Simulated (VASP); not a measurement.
# Ca (P6_3/mmc) in VASP: a series of runs

The runs below take Ca through relaxation of cell and atoms, with PBE.

Everything below comes from runs of VASP 6.6.1. Logs are shortened: lines on timing, memory, paths and dates and some standing lists are left out, and cuts for length are marked.

### 1 The cell of the first run

Symmetry: P6_3/mmc, No. 194, hexagonal system. Conventional cell: a = 3.073 Å, b = 3.073 Å, c = 5.188 Å, α = 90.00°, β = 90.00°, γ = 120.00°. Within 4.0 Å of Ca (site symmetry -6m2) lie 12 Ca at 3.07 to 3.14 Å.

This isn't the form of Ca at room conditions, which is fcc.

### 2 Relaxation of cell and atoms, PBE, target pressure 32 GPa, at which the enthalpy is minimised

The input, INCAR:

```
PREC = Accurate
ENCUT = 600
EDIFF = 1E-6
ISMEAR = -1
SIGMA = 0.05
LREAL = False
LASPH = True
NELM = 80
ALGO = Normal
ISIF = 3
LWAVE = False
LCHARG = False
GGA = PE
IBRION = 2
NSW = 32
EDIFFG = -0.005
PSTRESS = 320.0
```

The input, KPOINTS:

```
Automatic mesh
0
Gamma
  14 14 8
```

The input, POSCAR:

```
Ca
1.0
    3.0732313488      0.0000000000      0.0000000000
   -1.5366156744      2.6614964197      0.0000000000
    0.0000000000      0.0000000000      5.1880193973
Ca
2
Direct
    0.3333333333      0.6666666667      0.2500000000
    0.6666666667      0.3333333333      0.7500000000
```

Potentials or basis: VASP PAW PBE potentials, release 64 (Ca_sv).

The run is started by

```sh
cat potpaw_PBE.64/Ca_sv/POTCAR > POTCAR
mpirun -np 1 vasp_std > vasp.out
```

OUTCAR:

```text
PREC = Accurate
   ENCUT = 600
   EDIFF = 1E-6
   ISMEAR = -1
   LREAL = False
   LASPH = True
   NELM = 80
   ISIF = 3
   GGA = PE
   IBRION = 2
   NSW = 32
   EDIFFG = -0.005
   PSTRESS = 320.0

 ion  position               nearest neighbor table
   1  0.333  0.667  0.250-   2 3.14   2 3.14   2 3.14   2 3.14   2 3.14   2 3.14
   2  0.667  0.333  0.750-   1 3.14   1 3.14   1 3.14   1 3.14   1 3.14   1 3.14

  LATTYP: Found a hexagonal cell.
 ALAT       =     3.0732313488
 C/A-ratio  =     1.6881317442

  Lattice vectors:

 A1 = (   3.0732313488,   0.0000000000,   0.0000000000)
 A2 = (  -1.5366156744,   2.6614964197,   0.0000000000)
 A3 = (   0.0000000000,   0.0000000000,   5.1880193973)

Analysis of symmetry for initial positions (statically):
=====================================================================
 Subroutine PRICEL returns:
 Original cell was already a primitive cell.

 Routine SETGRP: Setting up the symmetry group for a
 hexagonal supercell.

 Subroutine GETGRP returns: Found 24 space group operations
 (whereof 12 operations were pure point group operations)
 out of a pool of 24 trial point group operations.

The static configuration has the point symmetry D_3d.
 The point group associated with its full space group is D_6h.

Analysis of symmetry for dynamics (positions and initial velocities):
=====================================================================
 Subroutine PRICEL returns:
 Original cell was already a primitive cell.

 Routine SETGRP: Setting up the symmetry group for a
 hexagonal supercell.

 Subroutine GETGRP returns: Found 24 space group operations
 (whereof 12 operations were pure point group operations)
 out of a pool of 24 trial point group operations.

The dynamic configuration has the point symmetry D_3d.
 The point group associated with its full space group is D_6h.

 Subroutine INISYM returns: Found 24 space group operations
 (whereof 12 operations are pure point group operations),
 and found     1 'primitive' translations

----------------------------------------------------------------------------------------

                                     Primitive cell

  volume of cell :      42.4349

  direct lattice vectors                    reciprocal lattice vectors
     3.073231349  0.000000000  0.000000000     0.325390407  0.187864239  0.000000000
    -1.536615674  2.661496420  0.000000000     0.000000000  0.375728478  0.000000000
     0.000000000  0.000000000  5.188019397     0.000000000  0.000000000  0.192751785

  length of vectors
     3.073231349  3.073231349  5.188019397     0.375728478  0.375728478  0.192751785

  position of ions in fractional coordinates (direct lattice)
     0.333333333  0.666666667  0.250000000
     0.666666667  0.333333333  0.750000000

  ion indices of the primitive-cell ions
   primitive index   ion index
                 1           1
                 2           2

----------------------------------------------------------------------------------------

 KPOINTS: Automatic mesh

Automatic generation of k-mesh.
 Grid dimensions read from file:
 generate k-points for:   14   14    8

 Generating k-lattice:

  Cartesian coordinates                     Fractional coordinates (reciprocal lattice)
     0.023242172  0.013418874  0.000000000     0.071428571  0.000000000  0.000000000
     0.000000000  0.026837748  0.000000000     0.000000000  0.071428571  0.000000000
     0.000000000  0.000000000  0.024093973     0.000000000  0.000000000  0.125000000

  Length of vectors
     0.026837748  0.026837748  0.024093973

  Shift w.r.t. Gamma in fractional coordinates (k-lattice)
     0.000000000  0.000000000  0.000000000

 Subroutine IBZKPT returns following result:
 ===========================================

 Found    120 irreducible k-points:

 Following reciprocal coordinates:
            Coordinates               Weight
  0.000000  0.000000  0.000000      1.000000
  0.071429  0.000000  0.000000      6.000000
  0.142857  0.000000  0.000000      6.000000
  0.214286  0.000000  0.000000      6.000000
  0.285714  0.000000  0.000000      6.000000
  0.357143 -0.000000  0.000000      6.000000
[... 16 lines left out ...]
  0.285714  0.285714  0.000000      6.000000
  0.357143  0.285714  0.000000      6.000000
 [... further k-points ...]
   k-points           NKPTS =    120   k-points in BZ     NKDIM =    120   number of bands    NBANDS=     14
   number of dos      NEDOS =    301   number of ions     NIONS =      2
   total plane-waves  NPLWV =  32928
   dimension x,y,z NGX =    28 NGY =   28 NGZ =   42
   dimension x,y,z NGXF=    56 NGYF=   56 NGZF=   84
   ions per type =               2
   NGX,Y,Z   is equivalent  to a cutoff of  15.15, 15.15, 13.46 a.u.
   NGXF,Y,Z  is equivalent  to a cutoff of  30.29, 30.29, 26.92 a.u.
 SYSTEM =  unknown system
   PREC   = accura    normal or accurate (medium, high low for compatibility)
   ISTART =      0    job   : 0-new  1-cont  2-samecut
   ICHARG =      2    charge: 1-file 2-atom 10-const
   ISPIN  =      1    spin polarized calculation?
   LNONCOLLINEAR =      F non collinear calculations
   LSORBIT =      F    spin-orbit coupling
   LASPH  =      T    aspherical Exc in radial PAW
   ENCUT  =  600.0 eV  44.10 Ry    6.64 a.u.   6.14  6.14 10.36*2*pi/ulx,y,z
   NELM   =     80;   NELMIN=  2; NELMDL= -5     # of ELM steps
   EDIFF  = 0.1E-05   stopping-criterion for ELM
   LREAL  =      F    real-space projection
   EDIFFG = -.5E-02   stopping-criterion for IOM
   NSW    =     32    number of steps for IOM
   IBRION =      2    ionic relax: 0-MD 1-quasi-New 2-CG
   NFREE  =      1    steps in history (QN), initial steepest desc. (CG)
   ISIF   =      3    stress and relaxation
   ISYM   =      2    0-nonsym 1-usesym 2-fastsym
   POTIM  = 0.5000    time-step for ionic-motion
   TEBEG  =    0.0;   TEEND  =   0.0 temperature during run
   PSTRESS=  320.0 pullay stress
   NELECT =      20.0000    total number of electrons
   NUPDOWN=      -1.0000    fix difference up-down
   EMIN   =  10.00;   EMAX   =-10.00  energy-range for DOS
   EFERMI =   0.00;   METHOD = LEGACY
   ISMEAR =    -1;   SIGMA  =   0.05  broadening in eV -4-tet -1-fermi 0-gaus
   EFERMI_NEDOS =   21; number of points for ismear=-14 and -15
   IALGO  =     38    algorithm
   IMIX   =      4    mixing-type and parameters
     AMIX     =   0.40;   BMIX     =  1.00
     AMIX_MAG =   1.60;   BMIX_MAG =  1.00
  volume/ion in A,a.u.               =      21.22       143.18
  Fermi-wavevector in a.u.,A,eV,Ry     =   1.274023  2.407554 22.084085  1.623134
  Thomas-Fermi vector in A             =   2.406814
   LORBIT       =      0    0 simple, 1 ext, 2 COOP (PROOUT), +10 PAW based schemes
   GGA     = PE    functional components
   LHFCALC =     F    Hartree Fock is set to
   AEXX    =    0.0000 exact exchange contribution
   IVDW    =     0    specifies the selected vdW correction
   LEPSILON=     F    determine dielectric tensor
   LRPA    =     F    only Hartree local field effects (RPA)
 conjugate gradient relaxation of ions
 non-spin polarized calculation
  energy-cutoff  :      600.00
  volume of cell :       42.43
 maximum number of plane-waves:      1436
 NGX is ok and might be reduce to    28
   NGX = 13   NGY = 13   NGZ = 21

--------------------------------------- Ionic step        1  -------------------------------------------

 number of electron      20.0000001 magnetization

 Free energy of the ion-electron system (eV)
  ---------------------------------------------------
  ext. energy  EPLUGINS =         0.00000000
  ---------------------------------------------------
  free energy    TOTEN  =        -1.12075770 eV

  energy without entropy =       -1.10616421  energy(sigma->0) =       -1.11346096

------------------------ aborting loop because EDIFF is reached ----------------------------------------

  FORCE on cell =-STRESS in cart. coord.  units (eV):
  Direction    XX          YY          ZZ          XY          YZ          ZX
  --------------------------------------------------------------------------------------
  -------------------------------------------------------------------------------------
  Total        8.5087747      8.5087747      8.4880295      0.0000000      0.0000000      0.0000000
  in kB      321.2586840    321.2586840    320.4754247      0.0000000      0.0000000      0.0000000
  external PRESSURE =       0.9975976 kB  Pullay stress =     320.0000000 kB

 VOLUME and BASIS-vectors are now :
 -----------------------------------------------------------------------------
  energy-cutoff  :      600.00
  volume of cell :       42.43
      direct lattice vectors                 reciprocal lattice vectors
     3.073231349  0.000000000  0.000000000     0.325390407  0.187864239  0.000000000
    -1.536615674  2.661496420  0.000000000     0.000000000  0.375728478  0.000000000
     0.000000000  0.000000000  5.188019397     0.000000000  0.000000000  0.192751785
[... 46 lines left out ...]
  FREE ENERGIE OF THE ION-ELECTRON SYSTEM (eV)
  ---------------------------------------------------
  free  energy   TOTEN  =        -1.1369926178 eV

  energy  without entropy=       -1.1223883523  energy(sigma->0) =       -1.12969049

  enthalpy is  TOTEN    =         7.3546596654 eV   P V=        8.4916522832

--------------------------------------- Ionic step        3  -------------------------------------------

 number of electron      20.0000000 magnetization

 Free energy of the ion-electron system (eV)
  ---------------------------------------------------
  ext. energy  EPLUGINS =         0.00000000
  ---------------------------------------------------
  free energy    TOTEN  =        -1.13220470 eV

  energy without entropy =       -1.11760326  energy(sigma->0) =       -1.12490398

 E-fermi :   5.3902     XC(G=0): -10.2132

 val. band max:        5.3862523768   @ k =   0.3571   0.2143   0.1250
 cond. band min:       5.4167320994   @ k =   0.3571  -0.0000   0.1250
 fundamental gap:      0.0304797226
 Fermi energy:         5.3901837298

 k-point     1 :       0.0000    0.0000    0.0000
  band No.  band energies     occupation
      1     -35.3271      2.00000
      2     -35.1072      2.00000
      3     -16.9370      2.00000
      4     -15.8486      2.00000
      5     -15.8486      2.00000
      6     -15.7252      2.00000
      7     -15.7219      2.00000
      8     -15.7219      2.00000
      9       0.7590      2.00000
     10       4.1188      2.00000
     11       6.8405      0.00000
     12       8.3151      0.00000
     13       8.6040      0.00000
     14       8.6040      0.00000

 k-point     2 :       0.0714    0.0000    0.0000
  band No.  band energies     occupation
      1     -35.3158      2.00000
      2     -35.1007      2.00000
      3     -16.9151      2.00000
      4     -15.9043      2.00000
      5     -15.8646      2.00000
      6     -15.7796      2.00000
      7     -15.7303      2.00000
      8     -15.7297      2.00000
      9       0.9140      2.00000
     10       4.2663      2.00000
[... 362 lines left out ...]
 k-point    24 :       0.3571    0.2857    0.0000
  band No.  band energies     occupation
      1     -35.0208      2.00000
      2     -35.0031      2.00000
      3     -16.7222      2.00000
      4     -16.5495      2.00000
      5     -16.5074      2.00000
      6     -16.3017      2.00000
      7     -16.1832      2.00000
      8     -16.0879      2.00000
      9       5.1603      1.98005
     10       5.6920      0.00477
     11       5.7101      0.00332
     12       5.9886      0.00001
     13       7.5191      0.00000
     14       7.5419      0.00000

 [... further k-points ...]

------------------------ aborting loop because EDIFF is reached ----------------------------------------

  FORCE on cell =-STRESS in cart. coord.  units (eV):
  Direction    XX          YY          ZZ          XY          YZ          ZX
  --------------------------------------------------------------------------------------
  -------------------------------------------------------------------------------------
  Total        8.4900770      8.4900770      8.4769772      0.0000000      0.0000000      0.0000000
  in kB      320.1212510    320.1212509    319.6273172      0.0000000      0.0000000      0.0000000
  external PRESSURE =      -0.0433936 kB  Pullay stress =     320.0000000 kB

 VOLUME and BASIS-vectors are now :
 -----------------------------------------------------------------------------
  energy-cutoff  :      600.00
  volume of cell :       42.49
      direct lattice vectors                 reciprocal lattice vectors
     3.074972754  0.000000000  0.000000000     0.325206134  0.187757849 -0.000000000
    -1.537486377  2.663004521  0.000000000     0.000000000  0.375515697 -0.000000000
     0.000000000  0.000000000  5.189129776     0.000000000 -0.000000000  0.192710540

 POSITION                                       TOTAL-FORCE (eV/Angst)
 -----------------------------------------------------------------------------------
     -0.00000      1.77534      1.29728         0.000000     -0.000000      0.000000
      1.53749      0.88767      3.89185        -0.000000      0.000000      0.000000
 -----------------------------------------------------------------------------------
    total drift:                                0.000000     -0.000000      0.000000

  FREE ENERGIE OF THE ION-ELECTRON SYSTEM (eV)
  ---------------------------------------------------
  free  energy   TOTEN  =        -1.1322046963 eV

  energy  without entropy=       -1.1176032598  energy(sigma->0) =       -1.12490398

  enthalpy is  TOTEN    =         7.3546565891 eV   P V=        8.4868612853

 reached required accuracy - stopping structural energy minimisation
```

It took 2.6 min on 1 thread of Intel Xeon Platinum 8375C at 2.90GHz (Ice Lake), shared host; peak memory 0.23 GiB.

What came out:

```
Free energy                                                : -1.1322 eV
Relaxed volume                                             : 21.25 Å³/atom
Relaxed cell                                               : a = 3.075 Å, b = 3.075 Å, c = 5.189 Å, α = 90.00°, β = 90.00°, γ = 120.00°
Space group after relaxing (to 0.1 Å)                      : P6_3/mmc (No. 194)
Energy change on relaxing (the run minimises the enthalpy) : -5.7 meV/atom
Ionic steps                                                : 3
Pressure after relaxing                                    : 32.0 GPa
Band gap on the k mesh                                     : zero (bands 10 and 11 overlap by 0.85 eV)
```

The path:
| step | energy change (eV) | largest force (eV/Å) | pressure (GPa) | volume (Å³) |
| --- | --- | --- | --- | --- |
| 1 | 0.0000 | 0.0000 | 32.10 | 42.43 |
| 2 | -0.0162 | 0.0000 | 31.95 | 42.52 |
| 3 | -0.0114 | 0.0000 | 32.00 | 42.49 |

Final structure:
```
Ca
1.0
     3.07497    0.00000    0.00000
    -1.53749    2.66300    0.00000
     0.00000    0.00000    5.18913
Ca
2
Direct
  0.33333 0.66667 0.25000
  0.66667 0.33333 0.75000
```

Levels at points of the mesh, in eV from the Fermi level:
```tsv
k point	band 8	band 9	band 10	band 11	band 12	band 13
(0.00, 0.00, 0.00)	-21.11	-4.63	-1.27	1.45	2.92	3.21
(0.50, 0.00, 0.00)	-21.29	-0.82	-0.70	-0.53	1.14	2.33
(0.00, 0.00, 0.50)	-21.18	-2.92	-2.92	1.76	1.76	3.23
(0.50, 0.00, 0.50)	-21.41	-1.21	-1.21	0.82	0.82	2.83
```

Caveat: the cell is relaxed towards a set pressure, so the run minimises the enthalpy, not the energy.

### 3 Relaxation of cell and atoms, PBE, target pressure 32 GPa, at which the enthalpy is minimised

This run uses another cell than the first one, of 21.55 Å³/atom.

The input, INCAR:

```
  ALGO = Normal
  EDIFF = 1E-6
  EDIFFG = -0.005
  ENCUT = 600
  GGA = PE
  IBRION = 2
  ISIF = 3
  ISMEAR = -1
  LASPH = T
  LCHARG = F
  LREAL = F
  LWAVE = F
  NELM = 60
  NSW = 60
  PREC = Accurate
  PSTRESS = 320.0
  SIGMA = 0.05
```

The input, KPOINTS:

```
k-points
0
Gamma
  14 14 8
```

The input, POSCAR:

```
Ca
1.0
    3.1319386658      0.0000000000      0.0000000000
   -1.5659693329      2.7123384477      0.0000000000
    0.0000000000      0.0000000000      5.0737406387
Ca
2
Direct
    0.3333333333      0.6666666667      0.2500000000
    0.6666666667      0.3333333333      0.7500000000
```

Potentials or basis: VASP PAW PBE potentials, release 64 (Ca_sv).

The run is started by

```sh
cat potpaw_PBE.64/Ca_sv/POTCAR > POTCAR
mpirun -np 1 vasp_std > vasp.out
```

Run time: 4.9 min. Hardware: 1 thread of Intel Xeon Platinum 8375C at 2.90GHz (Ice Lake), shared host; peak memory 0.24 GiB.

The run converged. Its results:

```yaml
Free_energy: -1.1353 eV
Relaxed_volume: 21.25 Å³/atom
Relaxed_cell: a = 3.076 Å, b = 3.076 Å, c = 5.187 Å, α = 90.00°, β = 90.00°, γ = 120.00°
Space_group_after_relaxing_to_0.1_Å: P6_3/mmc (No. 194)
Energy_change_on_relaxing_the_run_minimises_the_enthalpy: +52.8 meV/atom
Ionic_steps: 7
Pressure_after_relaxing: 32.0 GPa
Band_gap_on_the_k_mesh: zero (bands 10 and 11 overlap by 0.85 eV)
```

Step by step:
```
step  energy change (eV)  largest force (eV/Å)  pressure (GPa)  volume (Å³)
   1              0.0000                0.0000           30.70        43.10
   2              0.2092                0.0000           32.96        42.01
   3              0.1940                0.0000           32.81        42.09
   4              0.1372                0.0000           32.29        42.35
   5              0.1166                0.0000           32.11        42.45
   6              0.1151                0.0000           32.06        42.46
   7              0.1056                0.0000           31.97        42.51
```

Final structure:
```cif
data_structure
_symmetry_space_group_name_H-M 'P 1'
_symmetry_Int_Tables_number 1
_cell_length_a 3.0761
_cell_length_b 3.0761
_cell_length_c 5.1872
_cell_angle_alpha 90.000
_cell_angle_beta 90.000
_cell_angle_gamma 120.000
_cell_volume 42.51
loop_
_atom_site_label
_atom_site_type_symbol
_atom_site_fract_x
_atom_site_fract_y
_atom_site_fract_z
_atom_site_occupancy
Ca1 Ca 0.33333 0.66667 0.25000 1
Ca2 Ca 0.66667 0.33333 0.75000 1
```

Levels at points of the mesh, in eV from the Fermi level:
```csv
k point,band 7,band 8,band 9,band 10,band 11,band 12,band 13,band 14
"(0.00, 0.00, 0.00)",-21.11,-21.11,-4.63,-1.27,1.45,2.93,3.21,3.21
"(0.50, 0.00, 0.00)",-21.36,-21.29,-0.82,-0.70,-0.52,1.14,2.34,3.14
"(0.00, 0.00, 0.50)",-21.18,-21.18,-2.92,-2.92,1.77,1.77,3.23,3.23
"(0.50, 0.00, 0.50)",-21.41,-21.41,-1.21,-1.21,0.82,0.82,2.83,2.83
```

Caveat: the cell is relaxed towards a set pressure, so the run minimises the enthalpy, not the energy.

The gap in the log of VASP goes by the Fermi energy; the results here count the filled bands.